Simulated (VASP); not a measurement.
A run of VASP 6.6.1 is set up as follows.

Contents of INCAR:

```
SYSTEM = Hf
PREC = Accurate
ENCUT = 520
EDIFF = 1E-6
ISMEAR = -1
SIGMA = 0.1
LREAL = .FALSE.
LASPH = .TRUE.
NELM = 60
ALGO = Normal
ISIF = 2
LWAVE = .FALSE.
LCHARG = .FALSE.
NBANDS = 11
```

KPOINTS

```
regular mesh
0
G
  14 14 14
  0 0 0
```

File POSCAR:

```
Hf
1.0
   -1.7888139285      1.7888139285      1.7888139285
    1.7888139285     -1.7888139285      1.7888139285
    1.7888139285      1.7888139285     -1.7888139285
Hf
1
Direct
    0.0000000000      0.0000000000      0.0000000000
```

Potentials or basis: VASP PAW LDA potentials, release 64 (Hf_pv).

Run with:

```console
$ cat potpaw_LDA.64/Hf_pv/POTCAR > POTCAR
$ mpirun -np 1 vasp_std > vasp.out
```

Problem. What does it give for the band gap on the k mesh?

Solution. Zero (band 5 reaches 5.71 eV, above the bottom of band 6 at 3.56 eV).

Problem. What does it give for the pressure?

Solution. -10.5 GPa.

Caveat: spin-orbit coupling is left out, which moves the levels of the heavy elements.
